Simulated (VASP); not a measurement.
# NiO (Pm-3m) in VASP: a series of runs, part 2 of 2

VASP 6.6.1.

## (3) Single point, PBE, collinear spin, zero start

Input file INCAR:

```
PREC     = Accurate       # precision mode
ENCUT    = 520            # plane-wave cutoff, eV
EDIFF    = 1E-6           # SCF threshold, eV
ISMEAR   = -1             # smearing method
SIGMA    = 0.05           # smearing width, eV
LREAL    = F              # projectors in reciprocal space
LASPH    = T              # aspherical terms in the spheres
NELM     = 150            # most SCF steps
ALGO     = Normal         # electronic algorithm
ISIF     = 2              # what is computed and relaxed
LWAVE    = F              # write WAVECAR
LCHARG   = F              # write CHGCAR
ISPIN    = 2              # spin polarisation
MAGMOM   = 0 0            # initial moments
LORBIT   = 11             # projections on sites
NUPDOWN  = 0.0            # fixed moment
LMAXMIX  = 4              # l up to which the mixer works
GGA      = PE             # functional
NBANDS   = 19             # bands
```

Input file KPOINTS:

```
regular mesh
0
Gamma
  9 9 9
```

Input file POSCAR:

```
NiO
1.0
    2.5046153800      0.0000000000      0.0000000000
    0.0000000000      2.5046153800      0.0000000000
    0.0000000000      0.0000000000      2.5046153800
Ni O
1 1
Direct
    0.0000000000      0.0000000000      0.0000000000
    0.5000000000      0.5000000000      0.5000000000
```

Potentials or basis: VASP PAW PBE potentials, release 64 (Ni, O).

Command:

```console
> cat potpaw_PBE.64/Ni/POTCAR potpaw_PBE.64/O/POTCAR > POTCAR
> mpirun -np 1 vasp_std > vasp.out
```

OUTCAR:

```text
PREC = Accurate
   ENCUT = 520
   EDIFF = 1E-6
   ISMEAR = -1
   LREAL = F
   LASPH = T
   NELM = 150
   ISIF = 2
   ISPIN = 2
   LORBIT = 11
   NUPDOWN = 0.0
   GGA = PE

 ion  position               nearest neighbor table
   1  0.000  0.000  0.000-   2 2.17   2 2.17   2 2.17   2 2.17   2 2.17   2 2.17   2 2.17   2 2.17

   2  0.500  0.500  0.500-   1 2.17   1 2.17   1 2.17   1 2.17   1 2.17   1 2.17   1 2.17   1 2.17

  LATTYP: Found a simple cubic cell.
 ALAT       =     2.5046153800

  Lattice vectors:

 A1 = (   2.5046153800,   0.0000000000,   0.0000000000)
 A2 = (   0.0000000000,   2.5046153800,   0.0000000000)
 A3 = (   0.0000000000,   0.0000000000,   2.5046153800)

Analysis of symmetry for initial positions (statically):
=====================================================================
 Subroutine PRICEL returns:
 Original cell was already a primitive cell.

 Routine SETGRP: Setting up the symmetry group for a
 simple cubic supercell.

 Subroutine GETGRP returns: Found 48 space group operations
 (whereof 48 operations were pure point group operations)
 out of a pool of 48 trial point group operations.

The static configuration has the point symmetry O_h .

Analysis of symmetry for dynamics (positions and initial velocities):
=====================================================================
 Subroutine PRICEL returns:
 Original cell was already a primitive cell.

 Routine SETGRP: Setting up the symmetry group for a
 simple cubic supercell.

 Subroutine GETGRP returns: Found 48 space group operations
 (whereof 48 operations were pure point group operations)
 out of a pool of 48 trial point group operations.

The dynamic configuration has the point symmetry O_h .

Analysis of structural, dynamic, and magnetic symmetry:
=====================================================================
 Subroutine PRICEL returns:
 Original cell was already a primitive cell.

 Routine SETGRP: Setting up the symmetry group for a
 simple cubic supercell.

 Subroutine GETGRP returns: Found 48 space group operations
 (whereof 48 operations were pure point group operations)
 out of a pool of 48 trial point group operations.

The overall configuration has the point symmetry O_h .

 Subroutine INISYM returns: Found 48 space group operations
 (whereof 48 operations are pure point group operations),
 and found     1 'primitive' translations

----------------------------------------------------------------------------------------

                                     Primitive cell

  volume of cell :      15.7117

  direct lattice vectors                    reciprocal lattice vectors
     2.504615380  0.000000000  0.000000000     0.399262900  0.000000000  0.000000000
     0.000000000  2.504615380  0.000000000     0.000000000  0.399262900  0.000000000
     0.000000000  0.000000000  2.504615380     0.000000000  0.000000000  0.399262900

  length of vectors
     2.504615380  2.504615380  2.504615380     0.399262900  0.399262900  0.399262900

  position of ions in fractional coordinates (direct lattice)
[... 72 lines left out ...]
   ICHARG =      2    charge: 1-file 2-atom 10-const
   ISPIN  =      2    spin polarized calculation?
   LNONCOLLINEAR =      F non collinear calculations
   LSORBIT =      F    spin-orbit coupling
   LASPH  =      T    aspherical Exc in radial PAW
   ENCUT  =  520.0 eV  38.22 Ry    6.18 a.u.   4.66  4.66  4.66*2*pi/ulx,y,z
   NELM   =    150;   NELMIN=  2; NELMDL= -5     # of ELM steps
   EDIFF  = 0.1E-05   stopping-criterion for ELM
   LREAL  =      F    real-space projection
   EDIFFG = 0.1E-04   stopping-criterion for IOM
   NSW    =      0    number of steps for IOM
   IBRION =     -1    ionic relax: 0-MD 1-quasi-New 2-CG
   NFREE  =      0    steps in history (QN), initial steepest desc. (CG)
   ISIF   =      2    stress and relaxation
   ISYM   =      2    0-nonsym 1-usesym 2-fastsym
   POTIM  = 0.5000    time-step for ionic-motion
   TEBEG  =    0.0;   TEEND  =   0.0 temperature during run
   PSTRESS=    0.0 pullay stress
   NELECT =      16.0000    total number of electrons
   NUPDOWN=       0.0000    fix difference up-down
   EMIN   =  10.00;   EMAX   =-10.00  energy-range for DOS
   EFERMI =   0.00;   METHOD = LEGACY
   ISMEAR =    -1;   SIGMA  =   0.05  broadening in eV -4-tet -1-fermi 0-gaus
   EFERMI_NEDOS =   21; number of points for ismear=-14 and -15
   IALGO  =     38    algorithm
   IMIX   =      4    mixing-type and parameters
     AMIX     =   0.40;   BMIX     =  1.00
     AMIX_MAG =   1.60;   BMIX_MAG =  1.00
  volume/ion in A,a.u.               =       7.86        53.01
  Fermi-wavevector in a.u.,A,eV,Ry     =   1.647051  3.112476 36.909583  2.712778
  Thomas-Fermi vector in A             =   2.736576
   LORBIT       =     11    0 simple, 1 ext, 2 COOP (PROOUT), +10 PAW based schemes
   GGA     = PE    functional components
   LHFCALC =     F    Hartree Fock is set to
   AEXX    =    0.0000 exact exchange contribution
   IVDW    =     0    specifies the selected vdW correction
   LEPSILON=     F    determine dielectric tensor
   LRPA    =     F    only Hartree local field effects (RPA)
 spin polarized calculation
  energy-cutoff  :      520.00
  volume of cell :       15.71
 maximum number of plane-waves:       441
 NGX is ok and might be reduce to    20
   NGX =  9   NGY =  9   NGZ =  9

 number of electron      15.9999992 magnetization      -0.0000000

 number of electron      15.9999992 magnetization       0.0000000

 Free energy of the ion-electron system (eV)
  ---------------------------------------------------
  ext. energy  EPLUGINS =         0.00000000
  ---------------------------------------------------
  free energy    TOTEN  =       -10.34033132 eV

  energy without entropy =      -10.31988495  energy(sigma->0) =      -10.33010814

 E-fermi :   9.7780     XC(G=0): -13.7260

 val. band max:        9.7570003683   @ k =   0.3333   0.1111   0.0000
 cond. band min:       9.8094084856   @ k =   0.2222   0.1111   0.0000
 fundamental gap:      0.0524081174
 Fermi energy:         9.7780174032

 spin component 1

 k-point     1 :       0.0000    0.0000    0.0000
  band No.  band energies     occupation
      1     -11.5411      1.00000
      2       6.3954      1.00000
      3       6.3954      1.00000
      4       6.7857      1.00000
      5       6.7857      1.00000
      6       6.7857      1.00000
[... 517 lines left out ...]
     18      41.7420      0.00000
     19      48.7701      0.00000

 [... further k-points ...]

 spin component 2

 k-point     1 :       0.0000    0.0000    0.0000
  band No.  band energies     occupation
      1     -11.5411      1.00000
      2       6.3954      1.00000
      3       6.3954      1.00000
      4       6.7857      1.00000
      5       6.7857      1.00000
      6       6.7857      1.00000
[... 517 lines left out ...]
     18      41.7419      0.00000
     19      48.7701      0.00000

 [... further k-points ...]

------------------------ aborting loop because EDIFF is reached ----------------------------------------

  FORCE on cell =-STRESS in cart. coord.  units (eV):
  Direction    XX          YY          ZZ          XY          YZ          ZX
  --------------------------------------------------------------------------------------
  -------------------------------------------------------------------------------------
  Total        2.3337793      2.3337793      2.3337793      0.0000000     -0.0000000      0.0000000
  in kB      237.9837110    237.9837110    237.9837110      0.0000000     -0.0000000      0.0000000
  external PRESSURE =     237.9837110 kB  Pullay stress =       0.0000000 kB

 VOLUME and BASIS-vectors are now :
 -----------------------------------------------------------------------------
  energy-cutoff  :      520.00
  volume of cell :       15.71
      direct lattice vectors                 reciprocal lattice vectors
     2.504615380  0.000000000  0.000000000     0.399262900  0.000000000  0.000000000
     0.000000000  2.504615380  0.000000000     0.000000000  0.399262900  0.000000000
     0.000000000  0.000000000  2.504615380     0.000000000  0.000000000  0.399262900

 POSITION                                       TOTAL-FORCE (eV/Angst)
 -----------------------------------------------------------------------------------
      0.00000      0.00000      0.00000         0.000000      0.000000      0.000000
      1.25231      1.25231      1.25231         0.000000      0.000000      0.000000
 -----------------------------------------------------------------------------------
    total drift:                                0.000000      0.000000      0.000000

  FREE ENERGIE OF THE ION-ELECTRON SYSTEM (eV)
  ---------------------------------------------------
  free  energy   TOTEN  =       -10.3403313245 eV

  energy  without entropy=      -10.3198849535  energy(sigma->0) =      -10.33010814

 total charge

# of ion       s       p       d       tot
------------------------------------------
    1        0.342   0.442   8.400   9.184
    2        1.605   3.312   0.000   4.917
--------------------------------------------------
tot          1.947   3.754   8.400  14.101

 magnetization (x)

# of ion       s       p       d       tot
------------------------------------------
    1       -0.000  -0.000   0.000  -0.000
    2        0.000   0.000   0.000   0.000
--------------------------------------------------
tot         -0.000   0.000   0.000   0.000
```

Wall time 30 s (1 thread of Intel Xeon 8259CL, shared host); peak memory 0.14 GiB.

What came out:

- Free energy: -10.3403 eV
- Pressure: 23.8 GPa
- Net moment: 0.00 μB per cell
- Valence electrons inside the program's atomic spheres: Ni 9.18; O 4.92

Caveat: the total moment is fixed, so each spin has its own Fermi level.

## (4) Single point, PBE, collinear spin, ferromagnetic start

Input file INCAR:

```
SYSTEM = NiO
PREC = Accurate
ENCUT = 520
EDIFF = 1E-6
ISMEAR = -1
SIGMA = 0.05
LREAL = .False.
LASPH = .True.
NELM = 150
ALGO = Normal
ISIF = 2
LWAVE = .False.
LCHARG = .False.
ISPIN = 2
MAGMOM = 0.2 0
LORBIT = 11
NUPDOWN = 0.2
LMAXMIX = 4
GGA = PE
NBANDS = 19
```

Input file KPOINTS:

```
regular mesh
0
Gamma
  9 9 9
  0 0 0
```

POSCAR is that of step 3.

Command:

```console
> cat potpaw_PBE.64/Ni/POTCAR potpaw_PBE.64/O/POTCAR > POTCAR
> mpirun -np 1 vasp_std > vasp.out
```

Run time: 31 s. Hardware: 1 thread of Intel Xeon 8259CL, shared host; peak memory 0.14 GiB.

The run converged. Its results:

```
Free energy                                           : -10.3400 eV
Pressure                                              : 23.9 GPa
Net moment                                            : 0.20 μB per cell
Site moments                                          : Ni +0.16; O +0.04 μB
Valence electrons inside the program's atomic spheres : Ni 9.18; O 4.92
```

Caveat: the total moment is fixed, so each spin has its own Fermi level.

## (5) The runs side by side

| spin | fixed moment (μB) | k mesh | pressure (GPa) | moment (μB) |
| --- | --- | --- | --- | --- |
| off | - | 11 × 11 × 11 | 23.8 | - |
| collinear, zero start | 0.0 | 9 × 9 × 9 | 23.8 | 0.00 |
| collinear, ferromagnetic start | 0.2 | 9 × 9 × 9 | 23.9 | 0.20 |

Alike in all rows: task single point; level PBE; potentials or basis VASP PAW PBE potentials, release 64 (Ni, O); cell as given; cutoff (eV) 520; smearing fermi-dirac 0.05 eV.

Caveats: the total moment is fixed, so each spin has its own Fermi level (some runs); semilocal functionals often make such compounds metallic where correlation or magnetic order opens a gap, which also shifts bond lengths (some runs).

Total energies depend on the potentials used, so only differences within one code and one set of settings carry meaning.
